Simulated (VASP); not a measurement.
Al16O (a cell with a defect): single point with PBE

Crystal: Al16O (a cell with a defect).

```
Al O
1.0
    -4.03893    4.03893    4.03893
     4.03893   -4.03893    4.03893
     4.03893    4.03893   -4.03893
Al O
16 1
Direct
  0.98945 0.00250 0.00241
  0.98130 0.24962 0.74873
  0.96583 0.47961 0.47963
  0.98120 0.74875 0.24960
  0.23493 0.01786 0.74873
  0.23495 0.24960 0.49504
  0.23489 0.49507 0.24957
  0.23472 0.74872 0.01772
  0.48854 0.00244 0.50324
  0.48042 0.24786 0.24784
  0.48853 0.50324 0.00243
  0.50400 0.74875 0.74875
  0.73405 0.99422 0.24790
  0.73409 0.24786 0.99413
  0.73567 0.49503 0.74868
  0.73579 0.74879 0.49516
  0.23489 0.74874 0.74868
```

```json
{
  "Program": "VASP 6.6.1",
  "Task": "single point",
  "Functional": "PBE",
  "Potentials or basis": "VASP PAW PBE potentials, release 64 (Al, O)",
  "Cutoff": "520 eV",
  "k mesh": "3 × 3 × 3",
  "Occupations": "methfessel-paxton, width 0.1 eV",
  "Spin": "no spin polarisation"
}
```

- Pressure: 2.8 GPa
- Largest force: 0.010 eV/Å
- Band gap on the k mesh: zero (band 27 reaches 9.35 eV, above the bottom of band 28 at 8.02 eV)

Forces on the atoms (eV/Å):
```
Al  -0.002  0.003  0.000
Al   0.003 -0.002 -0.001
Al  -0.005 -0.007 -0.005
Al   0.001  0.001 -0.001
Al   0.005 -0.004  0.005
Al   0.000 -0.001  0.001
Al   0.000  0.002  0.001
Al   0.005  0.007 -0.002
Al  -0.002  0.001 -0.001
Al   0.000 -0.001 -0.001
Al   0.001 -0.001  0.002
Al  -0.004  0.003  0.004
Al  -0.001 -0.001 -0.002
Al   0.002 -0.001 -0.001
Al  -0.001  0.003  0.002
Al  -0.003 -0.001  0.001
O    0.002  0.000 -0.002
```

Levels at points of the mesh, in eV from the Fermi level:
| k point | band 25 | band 26 | band 27 | band 28 | band 29 | band 30 |
| --- | --- | --- | --- | --- | --- | --- |
| (0.00, 0.00, 0.00) | 1.23 | 1.23 | 1.23 | 1.23 | 1.27 | 1.27 |

Wall time 3.3 min on 1 thread of Intel(R) Xeon(R) 6975P-C (Granite Rapids) (shared host), peak memory 0.39 GiB.

Caveat: the k points lie up to 0.37 Å⁻¹ apart.
